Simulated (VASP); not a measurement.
# Si3S2: single point with PBE

Si3S2:

```
Si S
1.0
    -2.44378    2.44378    3.69931
     2.44378   -2.44378    3.69931
     2.44378    2.44378   -3.69931
Si S
3 2
Direct
  0.34335 0.34335 0.00000
  0.65665 0.65665 0.00000
  0.00000 0.00000 0.00000
  0.50000 0.00000 0.50000
  0.00000 0.50000 0.50000
```

The cell was generated, and may not be a known phase.

```yaml
Program: VASP 6.6.1
Task: single point
Functional: PBE
Potentials_or_basis: VASP PAW PBE potentials, release 64 (Si, S)
Cutoff: 520 eV
k_mesh: 12 × 12 × 12
Occupations: gaussian, width 0.1 eV
Spin: no spin polarisation
Dipole_correction: no
Further_INCAR_settings: ALGO = Normal; EDIFF = 1e-07; NBANDS = 20
```

```yaml
Pressure: 0.0 GPa
Largest_force: 0.006 eV/Å
Band_gap_on_the_k_mesh: zero (bands 12 and 13 overlap by 2.25 eV)
```

Forces on the atoms (eV/Å):
```
Si   0.000  0.000  0.006
Si   0.000  0.000 -0.006
Si   0.000  0.000  0.000
S    0.000  0.000  0.000
S    0.000  0.000  0.000
```

Levels at points of the mesh, in eV from the Fermi level:
| k point | band 9 | band 10 | band 11 | band 12 | band 13 | band 14 | band 15 | band 16 |
| --- | --- | --- | --- | --- | --- | --- | --- | --- |
| (0.00, 0.00, 0.00) | -4.21 | -4.03 | -3.72 | -1.33 | -1.33 | -0.99 | 2.17 | 3.63 |
| (0.50, 0.00, 0.00) | -2.50 | -2.40 | -1.23 | -0.61 | 0.76 | 1.61 | 2.10 | 2.28 |
| (0.50, 0.50, 0.00) | -2.34 | -2.06 | -0.69 | 0.01 | 0.20 | 0.48 | 1.45 | 1.72 |
| (0.50, 0.50, 0.50) | -3.71 | -1.77 | -0.94 | 0.92 | 1.78 | 2.09 | 2.09 | 3.31 |

Run time: 5.2 min on 1 thread of Intel(R) Xeon(R) Platinum 8259CL CPU @ 2.50GHz (Skylake/Cascade Lake) (shared host), peak memory 0.38 GiB.
